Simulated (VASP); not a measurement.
# MgO (an interface model) in VASP: further runs

The runs below take MgO (an interface model) through single point, with PBEsol.

Everything below comes from runs of VASP 6.6.1. Logs are shortened: lines on timing, memory, paths and dates and some standing lists are left out, and cuts for length are marked.

## 1. The cell of the first run

The cell holds layers of an interface, 24 atoms: a = 2.980 Å, b = 2.980 Å, c = 29.197 Å, α = 90.00°, β = 90.00°, γ = 120.00°.

## 2. Single point, PBEsol

File INCAR:

```
SYSTEM = MgO
ALGO = Normal
EDIFF = 1E-7
ENCUT = 520
GGA = PS
ISIF = 2
ISMEAR = 0
LASPH = .True.
LCHARG = .False.
LREAL = Auto
LWAVE = .False.
NBANDS = 66
NELM = 80
PREC = Accurate
SIGMA = 0.05
```

File KPOINTS:

```
k-points
0
Gamma
  12 12 1
  0 0 0
```

File POSCAR:

```
MgO
1.0
    2.9799310779      0.0000000000      0.0000000000
   -1.4899655389      2.5806960150      0.0000000000
    0.0000000000      0.0000000000     29.1972424378
Mg O
12 12
Direct
    0.0000000000      0.0000000000      0.0000000000
    0.3333333333      0.6666666667      0.0833333333
    0.6666666667      0.3333333333      0.1666666667
    1.0000000000      1.0000000000      0.2500000000
    0.3333333333      0.6666666667      0.3333333333
    0.6666666667      0.3333333333      0.4166666667
    0.3333333333      0.6666666667      0.9166666667
    0.6666666667      0.3333333333      0.8333333333
    1.0000000000      1.0000000000      0.7500000000
    0.3333333333      0.6666666667      0.6666666667
    0.6666666667      0.3333333333      0.5833333333
    1.0000000000      1.0000000000      0.5000000000
    0.0000000000      0.0000000000      0.1250000000
    0.6666666667      0.3333333333      0.0416666667
    0.3333333333      0.6666666667      0.2083333333
    1.0000000000      0.0000000000      0.3750000000
    0.6666666667      0.3333333333      0.2916666667
    0.3333333333      0.6666666667      0.4583333333
    0.0000000000      0.0000000000      0.8750000000
    0.6666666667      0.3333333333      0.9583333333
    0.3333333333      0.6666666667      0.7916666667
    1.0000000000      0.0000000000      0.6250000000
    0.6666666667      0.3333333333      0.7083333333
    0.3333333333      0.6666666667      0.5416666667
```

Potentials or basis: VASP PAW PBE potentials, release 64 (Mg, O).

Run with:

```bash
$ cat potpaw_PBE.64/Mg/POTCAR potpaw_PBE.64/O/POTCAR > POTCAR
$ mpirun -np 1 vasp_std > vasp.out
```

OUTCAR:

```text
SYSTEM = MgO
   EDIFF = 1E-7
   ENCUT = 520
   GGA = PS
   ISIF = 2
   ISMEAR = 0
   LASPH = .True.
   LREAL = Auto
   NELM = 80
   PREC = Accurate

 ion  position               nearest neighbor table
   1  0.000  0.000  0.000-  14 2.11  20 2.11  14 2.11  20 2.11  14 2.11  20 2.11   2 2.98   7 2.98
                             2 2.98   7 2.98   2 2.98   7 2.98
   2  0.333  0.667  0.083-  14 2.11  14 2.11  14 2.11  13 2.11  13 2.11  13 2.11   1 2.98   1 2.98
                             1 2.98   3 2.98   3 2.98   3 2.98
   3  0.667  0.333  0.167-  15 2.11  15 2.11  15 2.11  13 2.11  13 2.11  13 2.11   4 2.98   4 2.98
                             4 2.98   2 2.98   2 2.98   2 2.98
   4  0.000  0.000  0.250-  15 2.11  17 2.11  15 2.11  17 2.11  17 2.11  15 2.11   3 2.98   5 2.98
                             5 2.98   3 2.98   5 2.98   3 2.98
   5  0.333  0.667  0.333-  17 2.11  17 2.11  17 2.11  16 2.11  16 2.11  16 2.11   4 2.98   4 2.98
                             4 2.98   6 2.98   6 2.98   6 2.98
   6  0.667  0.333  0.417-  18 2.11  18 2.11  18 2.11  16 2.11  16 2.11  16 2.11  12 2.98  12 2.98
                            12 2.98   5 2.98   5 2.98   5 2.98
   7  0.333  0.667  0.917-  20 2.11  20 2.11  20 2.11  19 2.11  19 2.11  19 2.11   1 2.98   1 2.98
                             1 2.98   8 2.98   8 2.98   8 2.98
   8  0.667  0.333  0.833-  21 2.11  21 2.11  21 2.11  19 2.11  19 2.11  19 2.11   9 2.98   9 2.98
                             9 2.98   7 2.98   7 2.98   7 2.98
   9  0.000  0.000  0.750-  21 2.11  23 2.11  21 2.11  23 2.11  23 2.11  21 2.11   8 2.98  10 2.98
[... 5 lines left out ...]
  12  0.000  0.000  0.500-  18 2.11  24 2.11  18 2.11  24 2.11  18 2.11  24 2.11   6 2.98  11 2.98
                             6 2.98  11 2.98   6 2.98  11 2.98
  13  0.000  0.000  0.125-   2 2.11   3 2.11   2 2.11   3 2.11   3 2.11   2 2.11
  14  0.667  0.333  0.042-   2 2.11   2 2.11   2 2.11   1 2.11   1 2.11   1 2.11
  15  0.333  0.667  0.208-   3 2.11   3 2.11   3 2.11   4 2.11   4 2.11   4 2.11
  16  0.000  0.000  0.375-   5 2.11   6 2.11   5 2.11   6 2.11   6 2.11   5 2.11
  17  0.667  0.333  0.292-   5 2.11   5 2.11   5 2.11   4 2.11   4 2.11   4 2.11
  18  0.333  0.667  0.458-   6 2.11   6 2.11   6 2.11  12 2.11  12 2.11  12 2.11
  19  0.000  0.000  0.875-   7 2.11   8 2.11   7 2.11   8 2.11   8 2.11   7 2.11
  20  0.667  0.333  0.958-   7 2.11   7 2.11   7 2.11   1 2.11   1 2.11   1 2.11
  21  0.333  0.667  0.792-   8 2.11   8 2.11   8 2.11   9 2.11   9 2.11   9 2.11
  22  0.000  0.000  0.625-  10 2.11  11 2.11  10 2.11  11 2.11  11 2.11  10 2.11
  23  0.667  0.333  0.708-  10 2.11  10 2.11  10 2.11   9 2.11   9 2.11   9 2.11
  24  0.333  0.667  0.542-  11 2.11  11 2.11  11 2.11  12 2.11  12 2.11  12 2.11

  LATTYP: Found a hexagonal cell.
 ALAT       =     2.9799310779
 C/A-ratio  =     9.7979589710

  Lattice vectors:

 A1 = (   2.9799310779,   0.0000000000,   0.0000000000)
 A2 = (  -1.4899655389,   2.5806960150,   0.0000000000)
 A3 = (   0.0000000000,   0.0000000000,  29.1972424378)

Analysis of symmetry for initial positions (statically):
=====================================================================
 Subroutine PRICEL returns:
 Original cell was already a primitive cell.

 Routine SETGRP: Setting up the symmetry group for a
 hexagonal supercell.

 Subroutine GETGRP returns: Found 24 space group operations
 (whereof 12 operations were pure point group operations)
 out of a pool of 24 trial point group operations.

The static configuration has the point symmetry D_3h.
 The point group associated with its full space group is D_6h.

Analysis of symmetry for dynamics (positions and initial velocities):
=====================================================================
 Subroutine PRICEL returns:
 Original cell was already a primitive cell.

 Routine SETGRP: Setting up the symmetry group for a
 hexagonal supercell.

 Subroutine GETGRP returns: Found 24 space group operations
 (whereof 12 operations were pure point group operations)
 out of a pool of 24 trial point group operations.

The dynamic configuration has the point symmetry D_3h.
 The point group associated with its full space group is D_6h.

 Subroutine INISYM returns: Found 24 space group operations
 (whereof 12 operations are pure point group operations),
 and found     1 'primitive' translations

----------------------------------------------------------------------------------------

                                     Primitive cell

  volume of cell :     224.5354

  direct lattice vectors                    reciprocal lattice vectors
     2.979931078  0.000000000  0.000000000     0.335578231  0.193746182  0.000000000
    -1.489965539  2.580696015  0.000000000     0.000000000  0.387492364  0.000000000
     0.000000000  0.000000000 29.197242438     0.000000000  0.000000000  0.034249810

  length of vectors
[... 68 lines left out ...]
     0.000000000  0.000000000  0.034249810     0.000000000  0.000000000  1.000000000

  Length of vectors
     0.032291030  0.032291030  0.034249810

  Shift w.r.t. Gamma in fractional coordinates (k-lattice)
     0.000000000  0.000000000  0.000000000

 Subroutine IBZKPT returns following result:
 ===========================================

 Found     19 irreducible k-points:

 Following reciprocal coordinates:
            Coordinates               Weight
  0.000000  0.000000  0.000000      1.000000
  0.083333 -0.000000  0.000000      6.000000
  0.166667  0.000000  0.000000      6.000000
  0.250000  0.000000  0.000000      6.000000
  0.333333  0.000000  0.000000      6.000000
  0.416667 -0.000000  0.000000      6.000000
[... 11 lines left out ...]
  0.333333  0.250000  0.000000     12.000000
  0.333333  0.333333  0.000000      2.000000
   k-points           NKPTS =     19   k-points in BZ     NKDIM =     19   number of bands    NBANDS=     66
   number of dos      NEDOS =    301   number of ions     NIONS =     24
   total plane-waves  NPLWV = 129024
   dimension x,y,z NGX =    24 NGY =   24 NGZ =  224
   dimension x,y,z NGXF=    48 NGYF=   48 NGZF=  448
   ions per type =              12  12
   NGX,Y,Z   is equivalent  to a cutoff of  13.39, 13.39, 12.75 a.u.
   NGXF,Y,Z  is equivalent  to a cutoff of  26.78, 26.78, 25.51 a.u.
 SYSTEM =  MgO
   PREC   = accura    normal or accurate (medium, high low for compatibility)
   ISTART =      0    job   : 0-new  1-cont  2-samecut
   ICHARG =      2    charge: 1-file 2-atom 10-const
   ISPIN  =      1    spin polarized calculation?
   LNONCOLLINEAR =      F non collinear calculations
   LSORBIT =      F    spin-orbit coupling
   LASPH  =      T    aspherical Exc in radial PAW
   ENCUT  =  520.0 eV  38.22 Ry    6.18 a.u.   5.54  5.54 54.29*2*pi/ulx,y,z
   NELM   =     80;   NELMIN=  2; NELMDL= -5     # of ELM steps
   EDIFF  = 0.1E-06   stopping-criterion for ELM
   LREAL  =      T    real-space projection
   EDIFFG = 0.1E-05   stopping-criterion for IOM
   NSW    =      0    number of steps for IOM
   IBRION =     -1    ionic relax: 0-MD 1-quasi-New 2-CG
   NFREE  =      0    steps in history (QN), initial steepest desc. (CG)
   ISIF   =      2    stress and relaxation
   ISYM   =      2    0-nonsym 1-usesym 2-fastsym
   POTIM  = 0.5000    time-step for ionic-motion
   TEBEG  =    0.0;   TEEND  =   0.0 temperature during run
   PSTRESS=    0.0 pullay stress
   NELECT =      96.0000    total number of electrons
   NUPDOWN=      -1.0000    fix difference up-down
   EMIN   =  10.00;   EMAX   =-10.00  energy-range for DOS
   EFERMI =   0.00;   METHOD = LEGACY
   ISMEAR =     0;   SIGMA  =   0.05  broadening in eV -4-tet -1-fermi 0-gaus
   EFERMI_NEDOS =   21; number of points for ismear=-14 and -15
   IALGO  =     38    algorithm
   IMIX   =      4    mixing-type and parameters
     AMIX     =   0.40;   BMIX     =  1.00
     AMIX_MAG =   1.60;   BMIX_MAG =  1.00
  volume/ion in A,a.u.               =       9.36        63.13
  Fermi-wavevector in a.u.,A,eV,Ry     =   1.233304  2.330607 20.695001  1.521040
  Thomas-Fermi vector in A             =   2.368040
   LORBIT       =      0    0 simple, 1 ext, 2 COOP (PROOUT), +10 PAW based schemes
   GGA     = PS    functional components
   LHFCALC =     F    Hartree Fock is set to
   AEXX    =    0.0000 exact exchange contribution
   IVDW    =     0    specifies the selected vdW correction
   LEPSILON=     F    determine dielectric tensor
   LRPA    =     F    only Hartree local field effects (RPA)
 non-spin polarized calculation
 Gauss-broadening in eV      SIGMA  =   0.05
  energy-cutoff  :      520.00
  volume of cell :      224.54
 maximum number of plane-waves:      6145
 NGX is ok and might be reduce to    24
   NGX = 11   NGY = 11   NGZ =109

 number of electron      96.0000022 magnetization

 Free energy of the ion-electron system (eV)
  ---------------------------------------------------
  ext. energy  EPLUGINS =         0.00000000
  ---------------------------------------------------
  free energy    TOTEN  =      -148.99067330 eV

  energy without entropy =     -148.99067330  energy(sigma->0) =     -148.99067330

 E-fermi :   3.5274     XC(G=0): -11.2986

 val. band max:        3.2977781828   @ k =   0.0000   0.0000   0.0000
 cond. band min:       7.4236295137   @ k =   0.0000   0.0000   0.0000
 fundamental gap:      4.1258513308
 Fermi energy:         3.5274060237

 k-point     1 :       0.0000    0.0000    0.0000
  band No.  band energies     occupation
      1     -14.1702      2.00000
      2     -14.1435      2.00000
      3     -13.9913      2.00000
      4     -13.8619      2.00000
      5     -13.7855      2.00000
      6     -13.5267      2.00000
[... 1186 lines left out ...]
     59      13.8985      0.00000
     60      13.8985      0.00000
 [bands above 60 left out]

------------------------ aborting loop because EDIFF is reached ----------------------------------------

  FORCE on cell =-STRESS in cart. coord.  units (eV):
  Direction    XX          YY          ZZ          XY          YZ          ZX
  --------------------------------------------------------------------------------------
  -------------------------------------------------------------------------------------
  Total       -1.9310689     -1.9310689      6.5350608     -0.0000000      0.0000000     -0.0000000
  in kB      -13.7791825    -13.7791825     46.6310620     -0.0000000      0.0000000     -0.0000000
  external PRESSURE =       6.3575657 kB  Pullay stress =       0.0000000 kB

 VOLUME and BASIS-vectors are now :
 -----------------------------------------------------------------------------
  energy-cutoff  :      520.00
  volume of cell :      224.54
      direct lattice vectors                 reciprocal lattice vectors
     2.979931078  0.000000000  0.000000000     0.335578231  0.193746182  0.000000000
    -1.489965539  2.580696015  0.000000000     0.000000000  0.387492364  0.000000000
     0.000000000  0.000000000 29.197242438     0.000000000  0.000000000  0.034249810

 POSITION                                       TOTAL-FORCE (eV/Angst)
 -----------------------------------------------------------------------------------
      0.00000      0.00000      0.00000         0.000000      0.000000      0.000000
     -0.00000      1.72046      2.43310        -0.000000      0.000000      0.197693
      1.48997      0.86023      4.86621        -0.000000     -0.000000     -0.004264
      0.00000      0.00000      7.29931        -0.000000      0.000000      0.000000
     -0.00000      1.72046      9.73241         0.000000     -0.000000      0.004264
      1.48997      0.86023     12.16552         0.000000     -0.000000     -0.197693
[... 16 lines left out ...]
      1.48997      0.86023     20.68138        -0.000000      0.000000      0.003749
     -0.00000      1.72046     15.81517         0.000000      0.000000      1.097058
 -----------------------------------------------------------------------------------
    total drift:                                0.000000      0.000000      0.000000

  FREE ENERGIE OF THE ION-ELECTRON SYSTEM (eV)
  ---------------------------------------------------
  free  energy   TOTEN  =      -148.9906733032 eV

  energy  without entropy=     -148.9906733032  energy(sigma->0) =     -148.99067330
```

Wall time 7.1 min (1 thread of Intel Xeon Platinum 8488C (Sapphire Rapids), shared host); peak memory 0.43 GiB.

Results:

```yaml
Free_energy: -148.9907 eV
Pressure: 0.6 GPa
Largest_force: 1.097 eV/Å
Band_gap_on_the_k_mesh: 4.13 eV
```

Forces on the atoms (eV/Å):
```
Mg   0.000  0.000  0.000
Mg   0.000  0.000  0.198
Mg   0.000  0.000 -0.004
Mg   0.000  0.000  0.000
Mg   0.000  0.000  0.004
Mg   0.000  0.000 -0.198
Mg   0.000  0.000 -0.198
Mg   0.000  0.000  0.004
Mg   0.000  0.000  0.000
Mg   0.000  0.000 -0.004
Mg   0.000  0.000  0.198
Mg   0.000  0.000  0.000
O    0.000  0.000  0.002
O    0.000  0.000  1.097
O    0.000  0.000  0.004
O    0.000  0.000 -0.002
O    0.000  0.000 -0.004
O    0.000  0.000 -1.097
O    0.000  0.000 -0.002
O    0.000  0.000 -1.097
O    0.000  0.000 -0.004
O    0.000  0.000  0.002
O    0.000  0.000  0.004
O    0.000  0.000  1.097
```

Caveat: the PAW data sets were made with another functional, which shifts forces and pressure a little.

(Continued in part 2 of 2.)
